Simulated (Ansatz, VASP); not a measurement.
## H3CCl in VASP and in Ansatz

```
C Cl H
1.0
     8.71713    0.00000    0.00000
     0.00000    8.71713    0.00000
     0.00000    0.00000    8.71713
C Cl H
8 8 24
Cartesian
  2.6505 6.2102 0.4008
  6.1597 4.9580 2.1380
  5.3611 8.4319 3.6218
  8.4135 0.6295 7.9550
  4.9946 2.8713 7.1154
  2.6228 3.7974 3.8592
  2.0032 7.5745 4.0052
  6.8814 6.1595 6.9939
  1.7098 5.9301 -1.1014
  6.4621 4.4619 3.8348
  6.6995 9.4999 4.1451
  7.7471 0.2478 9.5739
  4.1711 2.5036 8.6661
  1.6594 2.4411 4.5244
  0.4795 6.6412 3.9306
  5.2221 6.8065 6.7710
  2.5131 7.2523 0.7014
  2.2757 5.5279 1.1720
  3.7045 6.0160 0.1750
  6.8888 5.7307 1.8710
  6.2560 4.0735 1.5004
  5.1396 5.3559 2.0745
  5.6066 7.3927 3.8888
  4.4498 8.7517 4.1518
  5.2336 8.5342 2.5362
  8.8990 1.6113 8.0113
  9.1464 -0.1415 7.6982
  7.5957 0.6424 7.2213
  4.8614 3.9364 6.9029
  6.0571 2.6241 7.2200
  4.5399 2.2607 6.3287
  3.1391 4.2950 4.6859
  3.3441 3.3912 3.1437
  1.9274 4.4930 3.3788
  2.0903 8.0241 4.9988
  2.8387 6.8854 3.8377
  1.9779 8.3602 3.2392
  7.5935 6.9299 6.6845
  7.0166 5.9062 8.0513
  6.9815 5.2796 6.3524
```

Alike in both runs: functional PBE; k mesh 1 × 1 × 1; occupations fermi-dirac, width 0.05 eV; no spin polarisation.

Ansatz relaxed the structure, and its values are those at the end. VASP's run is a single point on that final structure, the one shown.

|  | VASP | Ansatz |
| --- | --- | --- |
| version | VASP 6.6.1 | Ansatz 0.2.0 |
| potentials or method | VASP PAW PBE potentials, release 64 (C, Cl, H), cutoff 520 eV | scalar-relativistic, plane waves, PAW |
| valence electrons in the cell | 112 | 112 |

|  | VASP | Ansatz | Ansatz less VASP |
| --- | --- | --- | --- |
| gap on the k mesh at the Fermi level (eV) | 5.27 | 5.24 | -0.030 |
| rms of the force components (eV/Å) | 0.058 | 0.060 | +0.0020 |

The functional is the same, so the differences come from potentials, cutoffs and numerics. Ansatz's warnings: xc potential rough in thin density.
